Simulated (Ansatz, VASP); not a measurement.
## ScAl3N4: VASP beside Ansatz

File POSCAR:

```
ScAl3N4
1.0
    4.8313218619     -2.7871272297     -0.0047338817
   -3.2260085570     -0.0174647845     -4.9426776899
    3.2583463650      5.6391541739     -0.0013494639
Sc Al N
2 6 8
Direct
    0.3613911792      0.0565530595      0.0133873120
    0.9456154401      0.5555164125      0.1391314968
    0.8585395519      0.0519934089      0.2637668167
    0.3600210632      0.0532299642      0.5139943598
    0.8605644805      0.0534072956      0.7624734484
    0.4422534368      0.5522393720      0.3894612459
    0.9432875160      0.5528975958      0.6381836586
    0.4434580223      0.5544113816      0.8872633307
    0.6114631735      0.5624137771      0.1409616367
    0.1171753686      0.5650915073      0.3936627312
    0.6165292505      0.5646826678      0.6407142816
    0.1163574406      0.5648555441      0.8891108260
    0.7017770602      0.0633631985      0.0158406035
    0.1967066658      0.0627392705      0.2678422354
    0.6982242039      0.0642877528      0.5160209033
    0.1986361472      0.0663177921      0.7641851134
```

The input INCAR.step1:

```
  PREC = Accurate
  ENCUT = 520
  ISMEAR = 0
  SIGMA = 0.01
  LREAL = Auto
  LASPH = T
  NELM = 80
  NBANDS = 54
  GGA = PE
  ALGO = Normal
  EDIFF = 1E-4
  LWAVE = T
  LCHARG = F
```

Contents of INCAR.step2:

```
  PREC = Accurate
  ENCUT = 520
  EDIFF = 1E-7
  ISMEAR = 0
  SIGMA = 0.01
  LREAL = Auto
  LASPH = T
  NELM = 80
  ALGO = Normal
  ISIF = 2
  LWAVE = F
  LCHARG = F
  METAGGA = R2SCAN
  LMIXTAU = T
  NBANDS = 54
  ISTART = 1
```

KPOINTS

```
regular mesh
0
Gamma
  6 6 4
```

Input for Ansatz:

```yaml
crystal:
  lattice:
    - [4.8313218619, -2.7871272297, -0.0047338817]
    - [-3.226008557, -0.0174647845, -4.9426776899]
    - [3.258346365, 5.6391541739, -0.0013494639]
  atoms:
    - { symbol: Sc, position: [0.3613911792, 0.0565530595, 0.013387312] }
    - { symbol: Al, position: [0.8585395519, 0.0519934089, 0.2637668167] }
    - { symbol: Al, position: [0.3600210632, 0.0532299642, 0.5139943598] }
    - { symbol: Al, position: [0.8605644805, 0.0534072956, 0.7624734484] }
    - { symbol: Sc, position: [0.9456154401, 0.5555164125, 0.1391314968] }
    - { symbol: Al, position: [0.4422534368, 0.552239372, 0.3894612459] }
    - { symbol: Al, position: [0.943287516, 0.5528975958, 0.6381836586] }
    - { symbol: Al, position: [0.4434580223, 0.5544113816, 0.8872633307] }
    - { symbol: "N", position: [0.6114631735, 0.5624137771, 0.1409616367] }
    - { symbol: "N", position: [0.1171753686, 0.5650915073, 0.3936627312] }
    - { symbol: "N", position: [0.6165292505, 0.5646826678, 0.6407142816] }
    - { symbol: "N", position: [0.1163574406, 0.5648555441, 0.889110826] }
    - { symbol: "N", position: [0.7017770602, 0.0633631985, 0.0158406035] }
    - { symbol: "N", position: [0.1967066658, 0.0627392705, 0.2678422354] }
    - { symbol: "N", position: [0.6982242039, 0.0642877528, 0.5160209033] }
    - { symbol: "N", position: [0.1986361472, 0.0663177921, 0.7641851134] }
basis:
  ecutwfc: 500
  xc_grid: 2
kpoints:
  mp_grid: { grid: [6, 6, 4] }
hamiltonian:
  xc: r2scan
  pseudopotentials: { kind: paw, azcp: { folder: soft_1 } }
scf:
  occupations: { method: fixed }
output:
  forces: true
  stress: true
  eigenvalues: true
  polarization: {}
```

Change from the starting cell: polar distortion scaled by 0.10.

Alike in both runs: task single point; functional r2SCAN; k mesh 6 × 6 × 4; no spin polarisation.

```csv
,VASP,Ansatz
version,VASP 6.6.1,Ansatz 0.2.0
potentials or method,"VASP PAW PBE potentials, release 64 (Sc_sv, Al, N), cutoff 520 eV","scalar-relativistic, plane waves, PAW"
occupations,"gaussian, width 0.01 eV",fixed
valence electrons in the cell,80,80
```

Ansatz gave:

- gap on the k mesh at the Fermi level (eV): 2.88
- least direct gap on the mesh (eV): 2.88
- pressure (GPa): 6.1
- rms of the force components (eV/Å): 1.394

**Question.** Which values does VASP return?

**Answer.** gap on the k mesh at the Fermi level (eV): 2.90; least direct gap on the mesh (eV): 2.90; pressure (GPa): 6.4; rms of the force components (eV/Å): 1.455.

VASP's potentials were made for PBE, not for r2SCAN.
